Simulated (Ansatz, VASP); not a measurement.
**Al3GaN4: VASP beside Ansatz**

POSCAR

```
Al3GaN4
1.0
    4.2251878009      0.0000000000      0.0000000000
    0.0000000000      4.2251878009      0.0000000000
    0.0000000000      0.0000000000      4.5772867843
Al Ga N
3 1 4
Direct
    0.5000000000      0.5000000000      0.0000000000
    0.5000000000      0.0000000000      0.5000000000
    0.0000000000      0.5000000000      0.5000000000
    0.0000000000      0.0000000000      0.0000000000
    0.7444581602      0.7444581602      0.2555418398
    0.7444581602      0.2555418398      0.7444581602
    0.2555418398      0.7444581602      0.7444581602
    0.2555418398      0.2555418398      0.2555418398
```

The input INCAR.step1:

```
SYSTEM = Al3GaN4
  PREC = Accurate
  ENCUT = 520
  ISMEAR = 0
  SIGMA = 0.05
  LREAL = .FALSE.
  LASPH = .TRUE.
  NELM = 100
  NBANDS = 31
  GGA = PE
  ALGO = Normal
  EDIFF = 1E-4
  LWAVE = .TRUE.
  LCHARG = .FALSE.
```

The input INCAR.step2:

```
SYSTEM = Al3GaN4
  PREC = Accurate
  ENCUT = 520
  EDIFF = 1E-7
  ISMEAR = 0
  SIGMA = 0.05
  LREAL = .FALSE.
  LASPH = .TRUE.
  NELM = 100
  ALGO = Normal
  ISIF = 2
  LWAVE = .FALSE.
  LCHARG = .FALSE.
  METAGGA = R2SCAN
  LMIXTAU = .TRUE.
  NBANDS = 31
  ISTART = 1
```

Contents of KPOINTS:

```
Automatic mesh
0
G
  6 6 6
  0 0 0
```

Input for Ansatz:

```yaml
crystal:
  lattice:
    - [4.2251878009, 0.0, 0.0]
    - [0.0, 4.2251878009, 0.0]
    - [0.0, 0.0, 4.5772867843]
  atoms:
    - { symbol: Al, position: [0.5, 0.5, 0.0] }
    - { symbol: Al, position: [0.5, 0.0, 0.5] }
    - { symbol: Al, position: [0.0, 0.5, 0.5] }
    - { symbol: Ga, position: [0.0, 0.0, 0.0] }
    - { symbol: "N", position: [0.7444581602, 0.7444581602, 0.2555418398] }
    - { symbol: "N", position: [0.7444581602, 0.2555418398, 0.7444581602] }
    - { symbol: "N", position: [0.2555418398, 0.7444581602, 0.7444581602] }
    - { symbol: "N", position: [0.2555418398, 0.2555418398, 0.2555418398] }
basis:
  ecutwfc: 500
kpoints:
  mp_grid: { grid: [6, 6, 6] }
hamiltonian:
  xc: r2scan
scf:
  occupations: { method: gaussian, width: 0.05 }
output:
  forces: true
  stress: true
  eigenvalues: true
  write_density: true
  write_potential: true
  elf: true
  volumetric_format: npy
```

Change from the starting cell: strain -0.040 along x and y, +0.040 along z, atoms carried along.

Alike in both runs: task single point; functional r2SCAN; k mesh 6 × 6 × 6; occupations gaussian, width 0.05 eV; no spin polarisation.

|  | VASP | Ansatz |
| --- | --- | --- |
| version | VASP 6.6.1 | Ansatz 0.2.0 |
| potentials or method | VASP PAW PBE potentials, release 64 (Al, Ga_d, N), cutoff 520 eV | scalar-relativistic, plane waves, PAW |
| valence electrons in the cell | 42 | 42 |

VASP gave:

```
gap on the k mesh at the Fermi level (eV)                     : 3.74
least direct gap on the mesh (eV)                             : 3.78
pressure (GPa)                                                : 9.1
traceless stress, the component that is largest in VASP (GPa) : -9.42
rms of the force components (eV/Å)                            : 0.049
```

Q: Which values does Ansatz return?

A: gap on the k mesh at the Fermi level (eV): 3.75; least direct gap on the mesh (eV): 3.79; pressure (GPa): 9.0; traceless stress, the component that is largest in VASP (GPa): -9.45; rms of the force components (eV/Å): 0.035.

VASP's potentials were made for PBE, not for r2SCAN. Atom by atom the forces differ by 0.033 eV/Å (rms over components). With one functional, cell and mesh, what is left measures potentials, basis and numerics.
